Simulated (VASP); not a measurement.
Sc3W: single point with PBE

Sc3W:

```
Sc W
1.0
     6.21965    0.00000    0.00000
    -3.10983    5.38638    0.00000
     0.00000    0.00000    4.94747
Sc W
6 2
Direct
  0.17035 0.34070 0.25000
  0.65930 0.82965 0.25000
  0.17035 0.82965 0.25000
  0.82965 0.65930 0.75000
  0.34070 0.17035 0.75000
  0.82965 0.17035 0.75000
  0.33333 0.66667 0.75000
  0.66667 0.33333 0.25000
```

The cell was built from a structure type or drawn by symmetry, and may not be a known phase.

| Property | Result |
| --- | --- |
| Program | VASP 6.6.1 |
| Task | single point |
| Functional | PBE |
| Potentials or basis | VASP PAW PBE potentials, release 64 (Sc_sv, W_sv) |
| Cutoff | 520 eV |
| k mesh | 3 × 3 × 4 |
| Occupations | gaussian, width 0.1 eV |
| Spin | no spin polarisation |
| Dipole correction | no |
| Further INCAR settings | ALGO = Normal; EDIFF = 1e-07; NBANDS = 57 |

```
Pressure               : 0.1 GPa
Band gap on the k mesh : zero (bands 47 and 48 overlap by 0.82 eV)
```

Levels at points of the mesh, in eV from the Fermi level:
| k point | band 44 | band 45 | band 46 | band 47 | band 48 | band 49 | band 50 | band 51 |
| --- | --- | --- | --- | --- | --- | --- | --- | --- |
| (0.00, 0.00, 0.00) | -0.81 | -0.25 | -0.25 | 0.09 | 0.09 | 0.80 | 1.14 | 1.14 |
| (0.00, 0.00, 0.50) | -0.71 | -0.71 | -0.71 | 0.60 | 0.60 | 1.20 | 1.20 | 1.20 |

Wall time 70 s on 1 thread of AMD EPYC 9R45 96-Core Processor (Zen 5) (shared host), peak memory 0.29 GiB.

Caveat: the k points lie up to 0.39 Å⁻¹ apart, too coarse for converged energies and pressures of a metal; spin-orbit coupling is left out, which moves the levels of the heavy elements.
